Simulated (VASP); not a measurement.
# CsCdCl3 (P4/mmm) in VASP: a series of runs

Runs on CsCdCl3. Level: LDA. Tasks: single point.

Program: VASP 6.6.1. These are calculated values, not measurements. Logs are shortened: lines on timing, memory, paths and dates and some standing lists are left out, and cuts for length are marked.

### Step 1. The cell of the first run

The structure is tetragonal, space group P4/mmm (No. 123). The conventional cell has a = 5.200 Å, b = 5.200 Å, c = 5.356 Å, α = 90.00°, β = 90.00°, γ = 90.00°. Within 4.8 Å of Cs (site symmetry 4/mmm) lie 12 Cl at 3.68 to 3.73 Å and 8 Cd at 4.55 Å. Cd (site symmetry 4/mmm) has 6 Cl at 2.60 to 2.68 Å within 3.4 Å. Cl (site symmetry mmm) has 2 Cd at 2.60 Å within 3.4 Å. Within 3.5 Å of Cl (site symmetry 4/mmm) lie 2 Cd at 2.68 Å.

### Step 2. Single point, LDA (strain +0.000 along x and y, +0.030 along z)

INCAR reads:

```
ALGO = Normal
EDIFF = 1E-6
ENCUT = 520
ISIF = 2
ISMEAR = 0
LASPH = True
LCHARG = False
LREAL = False
LWAVE = False
NBANDS = 29
NELM = 80
PREC = Accurate
SIGMA = 0.05
```

KPOINTS reads:

```
k-points
0
Gamma
  6 6 6
```

POSCAR reads:

```
CsCdCl3
1.0
    5.2000000000      0.0000000000      0.0000000000
    0.0000000000      5.2000000000      0.0000000000
    0.0000000000      0.0000000000      5.3560000000
Cs Cd Cl
1 1 3
Direct
    0.0000000000      0.0000000000      0.0000000000
    0.5000000000      0.5000000000      0.5000000000
    0.0000000000      0.5000000000      0.5000000000
    0.5000000000      0.0000000000      0.5000000000
    0.5000000000      0.5000000000      0.0000000000
```

Potentials or basis: VASP PAW LDA potentials, release 64 (Cs_sv, Cd, Cl).

The run is started by

```
$ cat potpaw_LDA.64/Cs_sv/POTCAR potpaw_LDA.64/Cd/POTCAR potpaw_LDA.64/Cl/POTCAR > POTCAR
$ mpirun -np 1 vasp_std > vasp.out
```

OUTCAR:

```text
EDIFF = 1E-6
   ENCUT = 520
   ISIF = 2
   ISMEAR = 0
   LASPH = True
   LREAL = False
   NELM = 80
   PREC = Accurate

 ion  position               nearest neighbor table
   1  0.000  0.000  0.000-
   2  0.500  0.500  0.500-   3 2.60   4 2.60   4 2.60   3 2.60   5 2.68   5 2.68
   3  0.000  0.500  0.500-   2 2.60   2 2.60
   4  0.500  0.000  0.500-   2 2.60   2 2.60
   5  0.500  0.500  0.000-   2 2.68   2 2.68

  LATTYP: Found a simple tetragonal cell.
 ALAT       =     5.2000000000
 C/A-ratio  =     1.0300000000

  Lattice vectors:

 A1 = (   5.2000000000,   0.0000000000,   0.0000000000)
 A2 = (   0.0000000000,   5.2000000000,   0.0000000000)
 A3 = (   0.0000000000,   0.0000000000,   5.3560000000)

Analysis of symmetry for initial positions (statically):
=====================================================================
 Subroutine PRICEL returns:
 Original cell was already a primitive cell.

 Routine SETGRP: Setting up the symmetry group for a
 simple tetragonal supercell.

 Subroutine GETGRP returns: Found 16 space group operations
 (whereof 16 operations were pure point group operations)
 out of a pool of 16 trial point group operations.

The static configuration has the point symmetry D_4h.

Analysis of symmetry for dynamics (positions and initial velocities):
=====================================================================
 Subroutine PRICEL returns:
 Original cell was already a primitive cell.

 Routine SETGRP: Setting up the symmetry group for a
 simple tetragonal supercell.

 Subroutine GETGRP returns: Found 16 space group operations
 (whereof 16 operations were pure point group operations)
 out of a pool of 16 trial point group operations.

The dynamic configuration has the point symmetry D_4h.

 Subroutine INISYM returns: Found 16 space group operations
 (whereof 16 operations are pure point group operations),
 and found     1 'primitive' translations

----------------------------------------------------------------------------------------

                                     Primitive cell

  volume of cell :     144.8262

  direct lattice vectors                    reciprocal lattice vectors
     5.200000000  0.000000000  0.000000000     0.192307692  0.000000000  0.000000000
     0.000000000  5.200000000  0.000000000     0.000000000  0.192307692  0.000000000
     0.000000000  0.000000000  5.356000000     0.000000000  0.000000000  0.186706497

  length of vectors
     5.200000000  5.200000000  5.356000000     0.192307692  0.192307692  0.186706497

  position of ions in fractional coordinates (direct lattice)
     0.000000000  0.000000000  0.000000000
     0.500000000  0.500000000  0.500000000
     0.000000000  0.500000000  0.500000000
     0.500000000  0.000000000  0.500000000
     0.500000000  0.500000000  0.000000000

  ion indices of the primitive-cell ions
   primitive index   ion index
                 1           1
                 2           2
                 3           3
                 4           4
                 5           5

----------------------------------------------------------------------------------------

 KPOINTS: k-points

Automatic generation of k-mesh.
 Grid dimensions read from file:
 generate k-points for:    6    6    6

 Generating k-lattice:

  Cartesian coordinates                     Fractional coordinates (reciprocal lattice)
     0.032051282  0.000000000  0.000000000     0.166666667  0.000000000  0.000000000
     0.000000000  0.032051282  0.000000000     0.000000000  0.166666667  0.000000000
     0.000000000  0.000000000  0.031117750     0.000000000  0.000000000  0.166666667

  Length of vectors
     0.032051282  0.032051282  0.031117750

  Shift w.r.t. Gamma in fractional coordinates (k-lattice)
     0.000000000  0.000000000  0.000000000

 Subroutine IBZKPT returns following result:
 ===========================================

 Found     40 irreducible k-points:

 Following reciprocal coordinates:
            Coordinates               Weight
  0.000000  0.000000  0.000000      1.000000
  0.166667  0.000000  0.000000      4.000000
  0.333333  0.000000  0.000000      4.000000
  0.500000  0.000000  0.000000      2.000000
  0.166667  0.166667  0.000000      4.000000
  0.333333  0.166667  0.000000      8.000000
[... 16 lines left out ...]
  0.333333  0.000000  0.333333      8.000000
  0.500000  0.000000  0.333333      4.000000
 [... further k-points ...]
   k-points           NKPTS =     40   k-points in BZ     NKDIM =     40   number of bands    NBANDS=     29
   number of dos      NEDOS =    301   number of ions     NIONS =      5
   total plane-waves  NPLWV =  64000
   dimension x,y,z NGX =    40 NGY =   40 NGZ =   40
   dimension x,y,z NGXF=    80 NGYF=   80 NGZF=   80
   ions per type =               1   1   3
   NGX,Y,Z   is equivalent  to a cutoff of  12.79, 12.79, 12.42 a.u.
   NGXF,Y,Z  is equivalent  to a cutoff of  25.58, 25.58, 24.83 a.u.
 SYSTEM =  unknown system
   PREC   = accura    normal or accurate (medium, high low for compatibility)
   ISTART =      0    job   : 0-new  1-cont  2-samecut
   ICHARG =      2    charge: 1-file 2-atom 10-const
   ISPIN  =      1    spin polarized calculation?
   LNONCOLLINEAR =      F non collinear calculations
   LSORBIT =      F    spin-orbit coupling
   LASPH  =      T    aspherical Exc in radial PAW
   ENCUT  =  520.0 eV  38.22 Ry    6.18 a.u.   9.67  9.67  9.96*2*pi/ulx,y,z
   NELM   =     80;   NELMIN=  2; NELMDL= -5     # of ELM steps
   EDIFF  = 0.1E-05   stopping-criterion for ELM
   LREAL  =      F    real-space projection
   EDIFFG = 0.1E-04   stopping-criterion for IOM
   NSW    =      0    number of steps for IOM
   IBRION =     -1    ionic relax: 0-MD 1-quasi-New 2-CG
   NFREE  =      0    steps in history (QN), initial steepest desc. (CG)
   ISIF   =      2    stress and relaxation
   ISYM   =      2    0-nonsym 1-usesym 2-fastsym
   POTIM  = 0.5000    time-step for ionic-motion
   TEBEG  =    0.0;   TEEND  =   0.0 temperature during run
   PSTRESS=    0.0 pullay stress
   NELECT =      42.0000    total number of electrons
   NUPDOWN=      -1.0000    fix difference up-down
   EMIN   =  10.00;   EMAX   =-10.00  energy-range for DOS
   EFERMI =   0.00;   METHOD = LEGACY
   ISMEAR =     0;   SIGMA  =   0.05  broadening in eV -4-tet -1-fermi 0-gaus
   EFERMI_NEDOS =   21; number of points for ismear=-14 and -15
   IALGO  =     38    algorithm
   IMIX   =      4    mixing-type and parameters
     AMIX     =   0.40;   BMIX     =  1.00
     AMIX_MAG =   1.60;   BMIX_MAG =  1.00
  volume/ion in A,a.u.               =      28.97       195.47
  Fermi-wavevector in a.u.,A,eV,Ry     =   1.083616  2.047738 15.976290  1.174224
  Thomas-Fermi vector in A             =   2.219687
   LORBIT       =      0    0 simple, 1 ext, 2 COOP (PROOUT), +10 PAW based schemes
   GGA     = CA    functional components
   LHFCALC =     F    Hartree Fock is set to
   AEXX    =    0.0000 exact exchange contribution
   IVDW    =     0    specifies the selected vdW correction
   LEPSILON=     F    determine dielectric tensor
   LRPA    =     F    only Hartree local field effects (RPA)
 non-spin polarized calculation
 Gauss-broadening in eV      SIGMA  =   0.05
  energy-cutoff  :      520.00
  volume of cell :      144.83
 maximum number of plane-waves:      3932
 NGX is ok and might be reduce to    40
   NGX = 19   NGY = 19   NGZ = 19

 number of electron      41.9999999 magnetization

 Free energy of the ion-electron system (eV)
  ---------------------------------------------------
  ext. energy  EPLUGINS =         0.00000000
  ---------------------------------------------------
  free energy    TOTEN  =       -16.74240362 eV

  energy without entropy =      -16.74240362  energy(sigma->0) =      -16.74240362

 E-fermi :  -0.0199     XC(G=0):  -9.0076

 val. band max:       -0.3107117016   @ k =   0.5000   0.5000   0.5000
 cond. band min:       1.1291158589   @ k =   0.0000   0.0000   0.0000
 fundamental gap:      1.4398275605
 Fermi energy:        -0.0199208835

 k-point     1 :       0.0000    0.0000    0.0000
  band No.  band energies     occupation
      1     -19.2625      2.00000
      2     -13.7763      2.00000
      3     -13.2933      2.00000
      4     -13.1564      2.00000
      5      -6.8883      2.00000
      6      -6.8735      2.00000
[... 21 lines left out ...]
     28       6.9777      0.00000
     29      10.6531      0.00000

 k-point     2 :       0.1667    0.0000    0.0000
  band No.  band energies     occupation
      1     -19.2602      2.00000
      2     -13.7386      2.00000
      3     -13.3016      2.00000
      4     -13.1610      2.00000
      5      -6.9033      2.00000
      6      -6.8897      2.00000
[... 21 lines left out ...]
     28       7.2482      0.00000
     29      10.2791      0.00000

 k-point     3 :       0.3333    0.0000    0.0000
  band No.  band energies     occupation
      1     -19.2557      2.00000
      2     -13.6551      2.00000
      3     -13.3256      2.00000
      4     -13.1691      2.00000
      5      -7.1937      2.00000
      6      -6.9317      2.00000
[... 21 lines left out ...]
     28       7.9211      0.00000
     29       8.9098      0.00000

 k-point     4 :       0.5000    0.0000    0.0000
  band No.  band energies     occupation
      1     -19.2535      2.00000
      2     -13.6064      2.00000
      3     -13.3440      2.00000
      4     -13.1725      2.00000
      5      -7.3603      2.00000
      6      -6.9451      2.00000
[... 21 lines left out ...]
     28       8.1890      0.00000
     29       8.4145      0.00000

 k-point     5 :       0.1667    0.1667    0.0000
  band No.  band energies     occupation
      1     -19.2581      2.00000
      2     -13.6996      2.00000
      3     -13.3081      2.00000
      4     -13.1665      2.00000
      5      -6.9167      2.00000
      6      -6.8998      2.00000
[... 21 lines left out ...]
     28       7.5195      0.00000
     29       9.6587      0.00000
[... 510 lines left out ...]
     28       7.7648      0.00000
     29       8.5862      0.00000

 k-point    22 :       0.1667    0.0000    0.3333
  band No.  band energies     occupation
      1     -19.2553      2.00000
      2     -13.6802      2.00000
      3     -13.2979      2.00000
      4     -13.1689      2.00000
      5      -7.1032      2.00000
      6      -6.9179      2.00000
[... 21 lines left out ...]
     28       7.8326      0.00000
     29       8.3761      0.00000

 k-point    23 :       0.3333    0.0000    0.3333
  band No.  band energies     occupation
      1     -19.2515      2.00000
      2     -13.5846      2.00000
      3     -13.3250      2.00000
      4     -13.1750      2.00000
      5      -7.2651      2.00000
      6      -6.9403      2.00000
[... 21 lines left out ...]
     28       7.9965      0.00000
     29       8.1201      0.00000

 k-point    24 :       0.5000    0.0000    0.3333
  band No.  band energies     occupation
      1     -19.2496      2.00000
      2     -13.5226      2.00000
      3     -13.3521      2.00000
      4     -13.1775      2.00000
      5      -7.3955      2.00000
      6      -6.9558      2.00000
[... 21 lines left out ...]
     28       8.1309      0.00000
     29       8.4806      0.00000

 [... further k-points ...]
[... 5 lines left out ...]
  --------------------------------------------------------------------------------------
  -------------------------------------------------------------------------------------
  Total       -2.0162729     -2.0162729     -2.9453268      0.0000000      0.0000000      0.0000000
  in kB      -22.3055352    -22.3055352    -32.5834311      0.0000000      0.0000000      0.0000000
  external PRESSURE =     -25.7315005 kB  Pullay stress =       0.0000000 kB

 VOLUME and BASIS-vectors are now :
 -----------------------------------------------------------------------------
  energy-cutoff  :      520.00
  volume of cell :      144.83
      direct lattice vectors                 reciprocal lattice vectors
     5.200000000  0.000000000  0.000000000     0.192307692  0.000000000  0.000000000
     0.000000000  5.200000000  0.000000000     0.000000000  0.192307692  0.000000000
     0.000000000  0.000000000  5.356000000     0.000000000  0.000000000  0.186706497

 POSITION                                       TOTAL-FORCE (eV/Angst)
 -----------------------------------------------------------------------------------
      0.00000      0.00000      0.00000         0.000000      0.000000      0.000000
      2.60000      2.60000      2.67800         0.000000      0.000000      0.000000
      0.00000      2.60000      2.67800         0.000000      0.000000      0.000000
      2.60000      0.00000      2.67800         0.000000      0.000000      0.000000
      2.60000      2.60000      0.00000         0.000000      0.000000      0.000000
 -----------------------------------------------------------------------------------
    total drift:                                0.000000      0.000000     -0.000000

  FREE ENERGIE OF THE ION-ELECTRON SYSTEM (eV)
  ---------------------------------------------------
  free  energy   TOTEN  =       -16.7424036191 eV

  energy  without entropy=      -16.7424036191  energy(sigma->0) =      -16.74240362
```

It took 70 s on 1 thread of AMD EPYC 9R45 (Zen 5), shared host; peak memory 0.27 GiB.

What came out:

- Free energy: -16.7424 eV
- Pressure: -2.6 GPa
- Band gap on the k mesh: 1.44 eV (least direct gap 1.99 eV)

Levels at points of the mesh, in eV from the valence-band top:
```csv
k point,band 18,band 19,band 20,band 21,band 22,band 23,band 24,band 25
"(0.00, 0.00, 0.00)",-0.84,-0.56,-0.55,-0.55,1.44,5.53,5.89,5.99
"(0.50, 0.00, 0.00)",-0.91,-0.90,-0.80,-0.80,4.21,6.88,7.28,7.73
"(0.50, 0.50, 0.00)",-0.92,-0.92,-0.25,-0.01,5.98,7.00,7.00,7.66
"(0.00, 0.00, 0.50)",-0.81,-0.81,-0.80,-0.80,3.90,6.78,7.06,7.79
"(0.50, 0.00, 0.50)",-1.07,-1.01,-0.28,-0.09,5.76,6.81,7.10,7.59
"(0.50, 0.50, 0.50)",-0.26,-0.24,-0.10,0.00,5.52,5.69,5.69,7.24
```

Caveat: the cell differs from its parent crystal (strain +0.000 along x and y, +0.030 along z); spin-orbit coupling is left out, which moves the levels of the heavy elements.

### Step 3. Single point, LDA (strain +0.015 along x and y, +0.000 along z)

INCAR reads:

```
SYSTEM = CsCdCl3
  PREC = Accurate
  ENCUT = 520
  EDIFF = 1E-7
  ISMEAR = 0
  SIGMA = 0.05
  LREAL = .False.
  LASPH = .True.
  NELM = 60
  ALGO = Normal
  ISIF = 2
  LWAVE = .False.
  LCHARG = .False.
  NBANDS = 29
```

KPOINTS reads:

```
regular mesh
0
Gamma
  6 6 6
  0 0 0
```

POSCAR, as its differences from that of step 2:

```diff
@@ -2,5 +2,5 @@
 1.0
-    5.2000000000      0.0000000000      0.0000000000
-    0.0000000000      5.2000000000      0.0000000000
-    0.0000000000      0.0000000000      5.3560000000
+    5.2780000000      0.0000000000      0.0000000000
+    0.0000000000      5.2780000000      0.0000000000
+    0.0000000000      0.0000000000      5.2000000000
 Cs Cd Cl
```

Potentials or basis: VASP PAW LDA potentials, release 64 (Cs_sv, Cd, Cl).

The run is started by

```
$ cat potpaw_LDA.64/Cs_sv/POTCAR potpaw_LDA.64/Cd/POTCAR potpaw_LDA.64/Cl/POTCAR > POTCAR
$ mpirun -np 1 vasp_std > vasp.out
```

Run time: 66 s. Hardware: 1 thread of AMD EPYC 9R45 (Zen 5), shared host; peak memory 0.27 GiB.

Results (log left out):

| Quantity | Value |
| --- | --- |
| Free energy | -16.7487 eV |
| Pressure | -2.6 GPa |
| Band gap on the k mesh | 1.46 eV (least direct gap 1.99 eV) |

Stress tensor (GPa, compression positive):
```
-2.80  0.00  0.00
 0.00 -2.80  0.00
 0.00  0.00 -2.25
```

Levels at points of the mesh, in eV from the valence-band top:
```csv
k point,band 17,band 18,band 19,band 20,band 21,band 22,band 23,band 24,band 25,band 26
"(0.00, 0.00, 0.00)",-0.84,-0.81,-0.53,-0.53,-0.53,1.46,5.55,5.94,5.99,7.18
"(0.50, 0.00, 0.00)",-1.04,-0.83,-0.82,-0.78,-0.78,4.08,6.86,7.20,7.79,7.96
"(0.50, 0.50, 0.00)",-1.05,-1.01,-1.01,-0.25,-0.06,5.78,6.98,6.98,7.63,8.01
"(0.00, 0.00, 0.50)",-1.04,-0.88,-0.88,-0.77,-0.77,4.23,6.91,7.31,7.75,8.01
"(0.50, 0.00, 0.50)",-1.03,-0.97,-0.97,-0.24,-0.02,5.89,6.93,7.08,7.65,8.09
"(0.50, 0.50, 0.50)",-0.23,-0.22,-0.22,-0.05,0.00,5.63,5.63,5.72,7.28,7.58
```

Caveat: the cell differs from its parent crystal (strain +0.015 along x and y, +0.000 along z); spin-orbit coupling is left out, which moves the levels of the heavy elements.
